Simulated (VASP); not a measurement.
A run of VASP 6.6.1:

Contents of INCAR:

```
SYSTEM = Ta
PREC     = Accurate       ! precision mode
ENCUT    = 520            ! plane-wave cutoff, eV
EDIFF    = 1E-6           ! SCF threshold, eV
ISMEAR   = 0              ! smearing method
SIGMA    = 0.05           ! smearing width, eV
LREAL    = .FALSE.        ! projectors in reciprocal space
LASPH    = .TRUE.         ! aspherical terms in the spheres
NELM     = 100            ! most SCF steps
ALGO     = Normal         ! electronic algorithm
ISIF     = 2              ! what is computed and relaxed
LWAVE    = .FALSE.        ! write WAVECAR
LCHARG   = .FALSE.        ! write CHGCAR
NBANDS   = 12             ! bands
```

The input KPOINTS:

```
Automatic mesh
0
G
  18 18 18
  0 0 0
```

POSCAR

```
Ta
1.0
   -1.6264640240      1.6264640240      1.6264640240
    1.6264640240     -1.6264640240      1.6264640240
    1.6264640240      1.6264640240     -1.6264640240
Ta
1
Direct
    0.0000000000      0.0000000000      0.0000000000
```

Potentials or basis: VASP PAW LDA potentials, release 64 (Ta_pv).

Launch:

```bash
$ cat potpaw_LDA.64/Ta_pv/POTCAR > POTCAR
$ mpirun -np 1 vasp_std > vasp.out
```

Hardware: 1 thread of Intel(R) Xeon(R) Platinum 8375C CPU @ 2.90GHz (Ice Lake) (shared host).

Question: How long does it take, and how much memory?

Answer: Wall time 16 s on 1 thread of Intel(R) Xeon(R) Platinum 8375C CPU @ 2.90GHz (Ice Lake), with other jobs on the host, peak memory 0.16 GiB. Counts: scf iterations 10, k points 195.
